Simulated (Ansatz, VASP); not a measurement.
## TiSi2 in VASP and in Ansatz

File INCAR:

```
PREC     = Accurate       # precision mode
ENCUT    = 520            # plane-wave cutoff, eV
EDIFF    = 1E-6           # SCF threshold, eV
ISMEAR   = 0              # smearing method
SIGMA    = 0.15           # smearing width, eV
LREAL    = False          # projectors in reciprocal space
LASPH    = True           # aspherical terms in the spheres
NELM     = 80             # most SCF steps
ALGO     = Normal         # electronic algorithm
ISIF     = 2              # what is computed and relaxed
LWAVE    = False          # write WAVECAR
LCHARG   = False          # write CHGCAR
GGA      = PE             # functional
NBANDS   = 29             # bands
```

Contents of KPOINTS:

```
regular mesh
0
Gamma
  12 12 12
```

The input POSCAR:

```
TiSi2
1.0
    1.8076623076     -7.0503657144      0.0000000000
    1.8076623076      7.0503657144      0.0000000000
    0.0000000000      0.0000000000      3.6476395404
Ti Si
2 4
Direct
    0.8968075259      0.1031924741      0.7500000000
    0.1031924741      0.8968075259      0.2500000000
    0.5591373592      0.4408626408      0.7500000000
    0.4408626408      0.5591373592      0.2500000000
    0.2498287182      0.7501712818      0.7500000000
    0.7501712818      0.2498287182      0.2500000000
```

Input for Ansatz:

```yaml
crystal:
  lattice:
    - [1.8076623076, -7.0503657144, 0.0]
    - [1.8076623076, 7.0503657144, 0.0]
    - [0.0, 0.0, 3.6476395404]
  atoms:
    - { symbol: Ti, position: [0.8968075259, 0.1031924741, 0.75] }
    - { symbol: Ti, position: [0.1031924741, 0.8968075259, 0.25] }
    - { symbol: Si, position: [0.5591373592, 0.4408626408, 0.75] }
    - { symbol: Si, position: [0.4408626408, 0.5591373592, 0.25] }
    - { symbol: Si, position: [0.2498287182, 0.7501712818, 0.75] }
    - { symbol: Si, position: [0.7501712818, 0.2498287182, 0.25] }
basis:
  ecutwfc: 520.0
kpoints:
  mp_grid: { grid: [12, 12, 12] }
hamiltonian:
  xc: pbe
  pseudopotentials: { kind: paw, azcp: { folder: soft_1 } }
scf:
  occupations: { method: gaussian, width: 0.15 }
output:
  forces: true
  stress: true
  eigenvalues: true
```

Change from the starting cell: volume 15.496 Å^3 an atom, stretch along b over the lengths across it, relative to the relaxed cell 1.0202.

Alike in both runs: task single point; functional PBE; k mesh 12 × 12 × 12; occupations gaussian, width 0.15 eV; no spin polarisation.

|  | VASP | Ansatz |
| --- | --- | --- |
| version | VASP 6.6.1 | Ansatz 0.2.0 |
| potentials or method | VASP PAW PBE potentials, release 64 (Ti_sv, Si), cutoff 520 eV | scalar-relativistic, plane waves, PAW |
| valence electrons in the cell | 40 | 40 |

```tsv
	VASP	Ansatz	Ansatz less VASP
gap on the k mesh at the Fermi level (eV)	none	none	-
pressure (GPa)	-8.6	-8.7	-0.01
traceless stress, the component that is largest in VASP (GPa)	1.03	1.02	-0.008
rms of the force components (eV/Å)	0.135	0.133	-0.0015
```

Atom by atom the forces differ by 0.003 eV/Å (rms over components). A gap of «none» marks a metal or a gap that the smearing closes.
